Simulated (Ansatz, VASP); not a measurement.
## Two plane-wave programs on PbS

```
CELL_PARAMETERS angstrom
2.07963 1.24639 3.43943
-2.09343 1.23790 3.45089
-0.01426 -2.44318 3.43063
ATOMIC_POSITIONS crystal
Pb 0.00247 0.96924 0.94482
S 0.45313 0.48636 0.51079
```

Alike in both runs: task single point; functional PBE; k mesh 9 × 9 × 9; occupations gaussian, width 0.02 eV; no spin polarisation.

```csv
,VASP,Ansatz
version,VASP 6.6.1,Ansatz 0.2.0
potentials or method,"VASP PAW PBE potentials, release 64 (Pb_d, S), cutoff 520 eV","scalar-relativistic, plane waves, PAW"
valence electrons in the cell,20,20
```

Ansatz gave:

- gap on the k mesh at the Fermi level (eV): 0.91
- least direct gap on the mesh (eV): 0.91
- pressure (GPa): 2.6
- traceless stress, the component that is largest in VASP (GPa): -1.26
- rms of the force components (eV/Å): 0.188

**Question.** Which values does VASP return?

**Answer.** gap on the k mesh at the Fermi level (eV): 0.91; least direct gap on the mesh (eV): 0.91; pressure (GPa): 2.5; traceless stress, the component that is largest in VASP (GPa): -1.26; rms of the force components (eV/Å): 0.189.

Atom by atom the forces differ by 0.001 eV/Å (rms over components).

Neither program's run includes spin-orbit coupling.
